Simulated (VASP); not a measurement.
Wanted: the native input for a VASP 6.6.1 run.

```yaml
Task: single point
Functional: PBE
Potentials_or_basis: VASP PAW PBE potentials, release 64 (Mg, O)
Cutoff: 520 eV
k_mesh: 9 × 9 × 6
Occupations: gaussian, width 0.05 eV
Spin: no spin polarisation
Dipole_correction: no
Further_INCAR_settings: ALGO = Normal; EDIFF = 1e-06; NBANDS = 16
```

The structure of MgO lies in POSCAR:

```
MgO
1.0
    3.5396415779      0.0000000000      0.0000000000
   -1.7698207890      3.0654195267      0.0000000000
    0.0000000000      0.0000000000      4.0613847465
Mg O
2 2
Direct
    0.6666666667      0.3333333333      0.7500000000
    0.3333333333      0.6666666667      0.2500000000
    0.6666666667      0.3333333333      0.2500000000
    0.3333333333      0.6666666667      0.7500000000
```

This cell differs from its parent crystal: volume 11.017 Å^3 an atom, c/a of the conventional cell 1.1474.

The input as run:

INCAR

```
SYSTEM = MgO
PREC = Accurate ; ENCUT = 520
EDIFF = 1E-6 ; ISMEAR = 0
SIGMA = 0.05 ; LREAL = .False.
LASPH = .True. ; NELM = 60
ALGO = Normal ; ISIF = 2
LWAVE = .False. ; LCHARG = .False.
GGA = PE ; NBANDS = 16
```

KPOINTS

```
regular mesh
0
Gamma
  9 9 6
  0 0 0
```

Potentials or basis: VASP PAW PBE potentials, release 64 (Mg, O).

Command:

```console
$ cat potpaw_PBE.64/Mg/POTCAR potpaw_PBE.64/O/POTCAR > POTCAR
$ mpirun -np 1 vasp_std > vasp.out
```

It gave:

```json
{
  "Pressure": "4.6 GPa",
  "Band gap on the k mesh": "3.48 eV, direct"
}
```

Wall time 28 s on 1 thread of Intel(R) Xeon(R) 6975P-C (Granite Rapids), with other jobs on the host, peak memory 0.17 GiB.
